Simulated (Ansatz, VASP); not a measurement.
**Two plane-wave programs on MgCd3Se4**

Contents of INCAR:

```
ALGO     = Normal         # electronic algorithm
EDIFF    = 1E-7           # SCF threshold, eV
EDIFFG   = -0.08          # ionic threshold
ENCUT    = 600            # plane-wave cutoff, eV
GGA      = PE             # functional
GGA_COMPAT= F            
IBRION   = 2              # ionic algorithm
ISIF     = 3              # what is computed and relaxed
ISMEAR   = 0              # smearing method
LASPH    = T              # aspherical terms in the spheres
LCHARG   = F              # write CHGCAR
LREAL    = F              # projectors in reciprocal space
LWAVE    = F              # write WAVECAR
NELM     = 120            # most SCF steps
NELMIN   = 4            
NSW      = 36             # ionic steps
PREC     = Accurate       # precision mode
SIGMA    = 0.15           # smearing width, eV
```

File KPOINTS:

```
k-points
0
Gamma
  3 3 1
```

POSCAR

```
MgCd3Se4
1.0
    4.1947023600      0.0000000000      0.0000000000
   -2.0973511800      3.6327188000      0.0000000000
    0.0000000000      0.0000000000     13.7450852700
Mg Cd Se
1 3 4
Direct
    0.0000000000      0.0000000000      0.7553200100
    0.0000000000      0.0000000000      0.2505379900
    0.3333333300      0.6666666700      0.0138260000
    0.3333333300      0.6666666700      0.4870580100
    0.0000000000      0.0000000000      0.9589110000
    0.0000000000      0.0000000000      0.4318949900
    0.3333333300      0.6666666700      0.6668199900
    0.3333333300      0.6666666700      0.1956320000
```

Input for Ansatz:

```yaml
crystal:
  lattice:
    - [4.19470236, 0.0, 0.0]
    - [-2.09735118, 3.6327188, 0.0]
    - [0.0, 0.0, 13.74508527]
  atoms:
    - { symbol: Mg, position: [0.0, 0.0, 0.75532001] }
    - { symbol: Cd, position: [0.0, 0.0, 0.25053799] }
    - { symbol: Cd, position: [0.33333333, 0.66666667, 0.013826] }
    - { symbol: Cd, position: [0.33333333, 0.66666667, 0.48705801] }
    - { symbol: Se, position: [0.0, 0.0, 0.958911] }
    - { symbol: Se, position: [0.0, 0.0, 0.43189499] }
    - { symbol: Se, position: [0.33333333, 0.66666667, 0.66681999] }
    - { symbol: Se, position: [0.33333333, 0.66666667, 0.195632] }
basis:
  ecutwfc: 420
kpoints:
  mp_grid: { grid: [3, 3, 1] }
hamiltonian:
  xc: pbe
scf:
  occupations: { method: gaussian, width: 0.15 }
  lower_state_search: "off"
output:
  forces: true
  stress: true
  eigenvalues: true
relax:
  adjacent_minimum: "off"
  f_tol: 0.08
  max_steps: 16
  cell: { stress_tol: 0.8 }
```

Change from the starting cell: species swapped into the Zn3CdO4 type (P3m1, No. 156).

Alike in both runs: task relaxation of cell and atoms; functional PBE; k mesh 3 × 3 × 1; occupations gaussian, width 0.15 eV; no spin polarisation.

|  | VASP | Ansatz |
| --- | --- | --- |
| version | VASP 6.6.1 | Ansatz 0.2.0 |
| potentials or method | VASP PAW PBE potentials, release 64 (Mg, Cd, Se), cutoff 600 eV | scalar-relativistic, plane waves, PAW |
| valence electrons in the cell | 62 | 134 |

VASP gave:

```
gap on the k mesh at the Fermi level, each at its own relaxed structure (eV) : 0.83
relaxed volume (Å³/atom)                                                     : 29.40
relaxed cell length with the largest relative difference (Å)                 : 4.396
```

Q: Which values does Ansatz return?

A: gap on the k mesh at the Fermi level, each at its own relaxed structure (eV): 0.84; relaxed volume (Å³/atom): 29.23; relaxed cell length with the largest relative difference (Å): 4.382.

VASP's potentials hold 62 valence electrons a cell and Ansatz's 134, so a difference there can come from the potentials and not from the codes.

The k mesh is coarse, so the values compare programs but aren't converged.
